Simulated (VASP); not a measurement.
# HfC (P1) in VASP: notebook

Runs on HfC. Level: PBE. Tasks: single point.

All numbers are computed with VASP 6.6.1; they aren't measurements. Logs are shortened: lines on timing, memory, paths and dates and some standing lists are left out, and cuts for length are marked.

### 1 The cell of the first run

The typed cell holds 4 atoms: a = 6.576 Å, b = 3.288 Å, c = 3.288 Å, α = 60.00°, β = 60.00°, γ = 60.00°.

### 2 Single point, PBE

INCAR reads:

```
SYSTEM = HfC
  ALGO = Normal
  EDIFF = 1E-6
  ENCUT = 520
  GGA = PE
  ISIF = 2
  ISMEAR = -1
  LASPH = .True.
  LCHARG = .False.
  LREAL = .False.
  LWAVE = .False.
  NBANDS = 22
  NELM = 100
  PREC = Accurate
  SIGMA = 0.08
```

KPOINTS reads:

```
k-points
0
Gamma
  4 7 7
  0 0 0
```

POSCAR reads:

```
HfC
1.0
    0.0000000000      4.6500000000      4.6500000000
    2.3250000000      0.0000000000      2.3250000000
    2.3250000000      2.3250000000      0.0000000000
Hf C
2 2
Direct
    0.2499727957      0.4893645161      0.5014290323
    0.7484616129      0.5177584946      0.4981718280
    0.0009734409     -0.0547124731      0.0150406452
    0.5222923656     -0.0511400000     -0.0091107527
```

Potentials or basis: VASP PAW PBE potentials, release 64 (Hf_pv, C).

On the command line:

```console
$ cat potpaw_PBE.64/Hf_pv/POTCAR potpaw_PBE.64/C/POTCAR > POTCAR
$ mpirun -np 1 vasp_std > vasp.out
```

OUTCAR:

```text
SYSTEM = HfC
   EDIFF = 1E-6
   ENCUT = 520
   GGA = PE
   ISIF = 2
   ISMEAR = -1
   LASPH = .True.
   LREAL = .False.
   NELM = 100
   PREC = Accurate

 ion  position               nearest neighbor table
   1  0.250  0.489  0.501-   3 2.26   3 2.29   4 2.34   4 2.41   3 2.42   4 2.44   2 3.24   2 3.26
                             2 3.29   2 3.29   2 3.32   2 3.34
   2  0.748  0.518  0.498-   4 2.15   3 2.17   4 2.24   4 2.38   3 2.38   3 2.46   1 3.24   1 3.26
                             1 3.29   1 3.29   1 3.32   1 3.34
   3  0.001  0.945  0.015-   2 2.17   1 2.26   1 2.29   2 2.38   1 2.42   2 2.46
   4  0.522  0.949  0.991-   2 2.15   2 2.24   1 2.34   2 2.38   1 2.41   1 2.44

  LATTYP: Found a trigonal (rhomboedric) cell.
 ALAT       =     5.6950636520
 COS(alpha) =     0.8333333333

  Lattice vectors:

 A1 = (   2.3250000000,  -2.3250000000,  -4.6500000000)
 A2 = (   4.6500000000,  -2.3250000000,  -2.3250000000)
 A3 = (   2.3250000000,  -4.6500000000,  -2.3250000000)

Analysis of symmetry for initial positions (statically):
=====================================================================
 Subroutine PRICEL returns:
 Original cell was already a primitive cell.

 Routine SETGRP: Setting up the symmetry group for a
 trigonal (rhombohedral) supercell.

 Subroutine GETGRP returns: Found  1 space group operations
 (whereof  1 operations were pure point group operations)
 out of a pool of 12 trial point group operations.

The static configuration has the point symmetry C_1 .

Analysis of symmetry for dynamics (positions and initial velocities):
=====================================================================
 Subroutine PRICEL returns:
 Original cell was already a primitive cell.

 Routine SETGRP: Setting up the symmetry group for a
 trigonal (rhombohedral) supercell.

 Subroutine GETGRP returns: Found  1 space group operations
 (whereof  1 operations were pure point group operations)
 out of a pool of 12 trial point group operations.

The dynamic configuration has the point symmetry C_1 .

 Subroutine INISYM returns: Found  1 space group operations
 (whereof  1 operations are pure point group operations),
 and found     1 'primitive' translations

----------------------------------------------------------------------------------------

                                     Primitive cell

  volume of cell :      50.2723

  direct lattice vectors                    reciprocal lattice vectors
     0.000000000  4.650000000  4.650000000    -0.107526882  0.107526882  0.107526882
     2.325000000  0.000000000  2.325000000     0.215053763 -0.215053763  0.215053763
     2.325000000  2.325000000  0.000000000     0.215053763  0.215053763 -0.215053763

  length of vectors
     6.576093065  3.288046533  3.288046533     0.186242022  0.372484045  0.372484045

  position of ions in fractional coordinates (direct lattice)
     0.249972796  0.489364516  0.501429032
     0.748461613  0.517758495  0.498171828
     0.000973441  0.945287527  0.015040645
     0.522292366  0.948860000  0.990889247

  ion indices of the primitive-cell ions
   primitive index   ion index
                 1           1
                 2           2
                 3           3
                 4           4

----------------------------------------------------------------------------------------

 KPOINTS: k-points

Automatic generation of k-mesh.
 Grid dimensions read from file:
 generate k-points for:    4    7    7

 Generating k-lattice:

  Cartesian coordinates                     Fractional coordinates (reciprocal lattice)
    -0.026881720  0.026881720  0.026881720     0.250000000  0.000000000  0.000000000
     0.030721966 -0.030721966  0.030721966     0.000000000  0.142857143  0.000000000
     0.030721966  0.030721966 -0.030721966     0.000000000  0.000000000  0.142857143

  Length of vectors
     0.046560506  0.053212006  0.053212006

  Shift w.r.t. Gamma in fractional coordinates (k-lattice)
     0.000000000  0.000000000  0.000000000

 -----------------------------------------------------------------------------
|                                                                             |
|           W    W    AA    RRRRR   N    N  II  N    N   GGGG   !!!           |
|           W    W   A  A   R    R  NN   N  II  NN   N  G    G  !!!           |
|           W    W  A    A  R    R  N N  N  II  N N  N  G       !!!           |
|           W WW W  AAAAAA  RRRRR   N  N N  II  N  N N  G  GGG   !            |
|           WW  WW  A    A  R   R   N   NN  II  N   NN  G    G                |
|           W    W  A    A  R    R  N    N  II  N    N   GGGG   !!!           |
|                                                                             |
|     Your reciprocal lattice and k-lattice belong to different lattice       |
|     classes:                                                                |
|                                                                             |
|        The reciprocal lattice is rhombohedral (trigonal),                   |
|        whereas your k-lattice is base-centered monoclinic.                  |
|                                                                             |
|     Results are often still useful ...                                      |
|                                                                             |
 -----------------------------------------------------------------------------

 WARNING: IBZKPT: internal override: KBLOWUP is changed to .FALSE.
      ... skipping the blow-up phase ...

 Subroutine IBZKPT returns following result:
 ===========================================

 Found     99 irreducible k-points:

 Following reciprocal coordinates:
            Coordinates               Weight
  0.000000  0.000000  0.000000      1.000000
  0.250000  0.000000  0.000000      2.000000
  0.500000  0.000000  0.000000      1.000000
  0.000000  0.142857  0.000000      2.000000
  0.250000  0.142857  0.000000      2.000000
  0.500000  0.142857  0.000000      2.000000
[... 16 lines left out ...]
 -0.250000  0.142857  0.142857      2.000000
  0.000000  0.285714  0.142857      2.000000
 [... further k-points ...]
   k-points           NKPTS =     99   k-points in BZ     NKDIM =     99   number of bands    NBANDS=     22
   number of dos      NEDOS =    301   number of ions     NIONS =      4
   total plane-waves  NPLWV =  28800
   dimension x,y,z NGX =    50 NGY =   24 NGZ =   24
   dimension x,y,z NGXF=   100 NGYF=   48 NGZF=   48
   ions per type =               2   2
   NGX,Y,Z   is equivalent  to a cutoff of  12.64, 12.13, 12.13 a.u.
   NGXF,Y,Z  is equivalent  to a cutoff of  25.28, 24.27, 24.27 a.u.
 SYSTEM =  HfC
   PREC   = accura    normal or accurate (medium, high low for compatibility)
   ISTART =      0    job   : 0-new  1-cont  2-samecut
   ICHARG =      2    charge: 1-file 2-atom 10-const
   ISPIN  =      1    spin polarized calculation?
   LNONCOLLINEAR =      F non collinear calculations
   LSORBIT =      F    spin-orbit coupling
   LASPH  =      T    aspherical Exc in radial PAW
   ENCUT  =  520.0 eV  38.22 Ry    6.18 a.u.  12.23  6.11  6.11*2*pi/ulx,y,z
   NELM   =    100;   NELMIN=  2; NELMDL= -5     # of ELM steps
   EDIFF  = 0.1E-05   stopping-criterion for ELM
   LREAL  =      F    real-space projection
   EDIFFG = 0.1E-04   stopping-criterion for IOM
   NSW    =      0    number of steps for IOM
   IBRION =     -1    ionic relax: 0-MD 1-quasi-New 2-CG
   NFREE  =      0    steps in history (QN), initial steepest desc. (CG)
   ISIF   =      2    stress and relaxation
   ISYM   =      2    0-nonsym 1-usesym 2-fastsym
   POTIM  = 0.5000    time-step for ionic-motion
   TEBEG  =    0.0;   TEEND  =   0.0 temperature during run
   PSTRESS=    0.0 pullay stress
   NELECT =      28.0000    total number of electrons
   NUPDOWN=      -1.0000    fix difference up-down
   EMIN   =  10.00;   EMAX   =-10.00  energy-range for DOS
   EFERMI =   0.00;   METHOD = LEGACY
   ISMEAR =    -1;   SIGMA  =   0.08  broadening in eV -4-tet -1-fermi 0-gaus
   EFERMI_NEDOS =   21; number of points for ismear=-14 and -15
   IALGO  =     38    algorithm
   IMIX   =      4    mixing-type and parameters
     AMIX     =   0.40;   BMIX     =  1.00
     AMIX_MAG =   1.60;   BMIX_MAG =  1.00
  volume/ion in A,a.u.               =      12.57        84.81
  Fermi-wavevector in a.u.,A,eV,Ry     =   1.346949  2.545365 24.684672  1.814272
  Thomas-Fermi vector in A             =   2.474740
   LORBIT       =      0    0 simple, 1 ext, 2 COOP (PROOUT), +10 PAW based schemes
   GGA     = PE    functional components
   LHFCALC =     F    Hartree Fock is set to
   AEXX    =    0.0000 exact exchange contribution
   IVDW    =     0    specifies the selected vdW correction
   LEPSILON=     F    determine dielectric tensor
   LRPA    =     F    only Hartree local field effects (RPA)
 non-spin polarized calculation
  energy-cutoff  :      520.00
  volume of cell :       50.27
 maximum number of plane-waves:      1368
 NGX is ok and might be reduce to    50
   NGX = 25   NGY = 13   NGZ = 13

 number of electron      27.9999998 magnetization

 Free energy of the ion-electron system (eV)
  ---------------------------------------------------
  ext. energy  EPLUGINS =         0.00000000
  ---------------------------------------------------
  free energy    TOTEN  =       -41.79139750 eV

  energy without entropy =      -41.78337896  energy(sigma->0) =      -41.78738823

 E-fermi :   6.0072     XC(G=0): -12.2720

 val. band max:        5.8981419597   @ k =   0.0000   0.2857   0.2857
 cond. band min:       6.0409894773   @ k =   0.0000   0.4286   0.4286
 fundamental gap:      0.1428475177
 Fermi energy:         6.0072002774

 k-point     1 :       0.0000    0.0000    0.0000
  band No.  band energies     occupation
      1     -24.3306      2.00000
      2     -23.8254      2.00000
      3     -23.8168      2.00000
      4     -23.5836      2.00000
      5     -23.4859      2.00000
      6     -23.4798      2.00000
[... 14 lines left out ...]
     21      11.2648      0.00000
     22      11.7500      0.00000
[... 552 lines left out ...]
  band No.  band energies     occupation
      1     -24.1739      2.00000
      2     -24.0657      2.00000
      3     -23.8997      2.00000
      4     -23.7289      2.00000
      5     -23.6510      2.00000
      6     -23.5529      2.00000
[... 14 lines left out ...]
     21      12.1316      0.00000
     22      13.1776      0.00000

 [... further k-points ...]

------------------------ aborting loop because EDIFF is reached ----------------------------------------

  FORCE on cell =-STRESS in cart. coord.  units (eV):
  Direction    XX          YY          ZZ          XY          YZ          ZX
  --------------------------------------------------------------------------------------
  -------------------------------------------------------------------------------------
  Total        1.4801747      0.2141289      0.7709300      0.3554920      0.1130841     -0.2938420
  in kB       47.1731288      6.8242816     24.5695202     11.3295214      3.6039881     -9.3647368
  external PRESSURE =      26.1889769 kB  Pullay stress =       0.0000000 kB

 VOLUME and BASIS-vectors are now :
 -----------------------------------------------------------------------------
  energy-cutoff  :      520.00
  volume of cell :       50.27
      direct lattice vectors                 reciprocal lattice vectors
     0.000000000  4.650000000  4.650000000    -0.107526882  0.107526882  0.107526882
     2.325000000  0.000000000  2.325000000     0.215053763 -0.215053763  0.215053763
     2.325000000  2.325000000  0.000000000     0.215053763  0.215053763 -0.215053763

 POSITION                                       TOTAL-FORCE (eV/Angst)
 -----------------------------------------------------------------------------------
      2.30360      2.32820      2.30015        -0.357852      0.229569     -0.162878
      2.36204      4.63860      4.68413        -1.494267      0.598507     -1.062447
      2.23276      0.03950      2.20232         0.135486      0.160881      1.669322
      4.50992      4.73248      4.63476         1.716632     -0.988956     -0.443997
 -----------------------------------------------------------------------------------
    total drift:                                0.000071      0.000039     -0.000021

  FREE ENERGIE OF THE ION-ELECTRON SYSTEM (eV)
  ---------------------------------------------------
  free  energy   TOTEN  =       -41.7913975012 eV

  energy  without entropy=      -41.7833789594  energy(sigma->0) =      -41.78738823
```

Wall time 60 s (1 thread of Intel Xeon Platinum 8488C (Sapphire Rapids), shared host); peak memory 0.23 GiB.

Results:

| Quantity | Value |
| --- | --- |
| Free energy | -41.7914 eV |
| Pressure | 2.6 GPa |
| Largest force | 2.030 eV/Å |
| Band gap on the k mesh | zero (band 14 reaches 6.44 eV, above the bottom of band 15 at 5.90 eV) |

Forces on the atoms (eV/Å):
```
Hf  -0.358  0.230 -0.163
Hf  -1.494  0.599 -1.062
C    0.135  0.161  1.669
C    1.717 -0.989 -0.444
```

Caveat: spin-orbit coupling is left out, which moves the levels of the heavy elements; forces of over 1 eV/Å act on the atoms, so gaps and moduli don't describe the material at rest.

### 3 Single point, PBE

INCAR reads:

```
SYSTEM = HfC
PREC = Accurate
ENCUT = 520
EDIFF = 1E-6
ISMEAR = -1
SIGMA = 0.08
LREAL = .False.
LASPH = .True.
NELM = 100
ALGO = Normal
ISIF = 2
LWAVE = .False.
LCHARG = .True.
GGA = PE
LELF = .True.
LVHAR = .True.
NBANDS = 22
```

KPOINTS reads:

```
Automatic mesh
0
Gamma
  4 7 7
  0 0 0
```

POSCAR reads:

```
HfC
1.0
    0.0000000000      4.6500000000      4.6500000000
    2.3250000000      0.0000000000      2.3250000000
    2.3250000000      2.3250000000      0.0000000000
Hf C
2 2
Direct
    0.2501392473      0.4833679570      0.5021864516
    0.7481156989      0.5240679570      0.4974068817
    0.0121994624     -0.0618062366      0.0054862366
    0.5137331183     -0.0486941935      0.0005535484
```

Potentials or basis: VASP PAW PBE potentials, release 64 (Hf_pv, C).

On the command line:

```console
$ cat potpaw_PBE.64/Hf_pv/POTCAR potpaw_PBE.64/C/POTCAR > POTCAR
$ mpirun -np 1 vasp_std > vasp.out
```

It took 57 s on 1 thread of Intel Xeon Platinum 8488C (Sapphire Rapids), shared host; peak memory 0.23 GiB.

Results (log left out):

```yaml
Free_energy: -41.8445 eV
Pressure: 2.5 GPa
Largest_force: 1.913 eV/Å
Band_gap_on_the_k_mesh: zero (band 14 reaches 6.40 eV, above the bottom of band 15 at 5.92 eV)
```

Forces in eV/Å, atoms in the order of the input:
```
Hf  -0.353  0.266 -0.097
Hf  -1.506  0.633 -0.997
C    0.786 -0.405  0.912
C    1.073 -0.494  0.182
```

Stress tensor (GPa, compression positive):
```
 5.05  0.94 -1.11
 0.94  0.98  0.55
-1.11  0.55  1.57
```

Levels at points of the mesh, in eV from the Fermi level:
```
           k point  band 11  band 12  band 13  band 14  band 15  band 16  band 17  band 18
(0.00, 0.00, 0.00)    -2.92     0.02     0.22     0.39     1.42     1.84     2.36     3.58
(0.50, 0.00, 0.00)    -1.94    -1.77    -1.73    -1.54     2.42     2.77     2.80     2.88
```

Caveat: spin-orbit coupling is left out, which moves the levels of the heavy elements; forces of over 1 eV/Å act on the atoms, so gaps and moduli don't describe the material at rest.
